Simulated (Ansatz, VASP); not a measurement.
# Two plane-wave programs on SnSe

The input INCAR:

```
ALGO = Normal
EDIFF = 1E-7
EDIFFG = -0.01
ENCUT = 600
IBRION = 2
ISIF = 3
ISMEAR = 0
LASPH = True
LCHARG = False
LREAL = False
LWAVE = False
NELM = 80
NSW = 80
PREC = Accurate
SIGMA = 0.01
```

The input KPOINTS:

```
k-points
0
Gamma
  6 6 2
```

File POSCAR:

```
SnSe
1.0
    4.2853270000      0.0000000000      0.0000000000
    0.0000000000      4.2853270000      0.0000000000
    0.0000000000      0.0000000000     10.9906920000
Sn Se
2 2
Direct
    0.5000000000      0.0000000000      0.3722290000
    0.0000000000      0.5000000000      0.6277710000
    0.5000000000      0.0000000000      0.6160390000
    0.0000000000      0.5000000000      0.3839610000
```

Input for Ansatz:

```yaml
crystal:
  lattice:
    - [4.285327, 0.0, 0.0]
    - [0.0, 4.285327, 0.0]
    - [0.0, 0.0, 10.990692]
  atoms:
    - { symbol: Sn, position: [0.5, 0.0, 0.37222900000000003] }
    - { symbol: Sn, position: [0.0, 0.5, 0.627771] }
    - { symbol: Se, position: [0.5, 0.0, 0.616039] }
    - { symbol: Se, position: [0.0, 0.5, 0.383961] }
kpoints:
  mp_grid:
    grid: [6, 6, 2]
hamiltonian:
  xc: lda
scf:
  convergence:
    dr2_threshold: 1.0e-10
  occupations:
    method: fixed
relax:
  cell: {}
```

Alike in both runs: task relaxation of cell and atoms; functional LDA; k mesh 6 × 6 × 2; no spin polarisation.

|  | VASP | Ansatz |
| --- | --- | --- |
| version | VASP 6.6.1 | Ansatz 0.2.0 |
| potentials or method | VASP PAW LDA potentials, release 64 (Sn_d, Se) | plane waves, PAW |
| plane-wave cutoff (eV) | 600 | 420 |
| occupations | gaussian, width 0.01 eV | fixed |
| valence electrons in the cell | 40 | 60 |

```tsv
	VASP	Ansatz	Ansatz less VASP
relaxed volume (Å³/atom)	48.18	48.19	+0.007
relaxed cell length with the largest relative difference (Å)	10.964	10.980	+0.0160
```

LDA's correlation is that of Perdew and Zunger in VASP and of Perdew and Wang (1992) in Ansatz. VASP's potentials hold 40 valence electrons a cell and Ansatz's 60, so a difference there can come from the potentials and not from the codes.
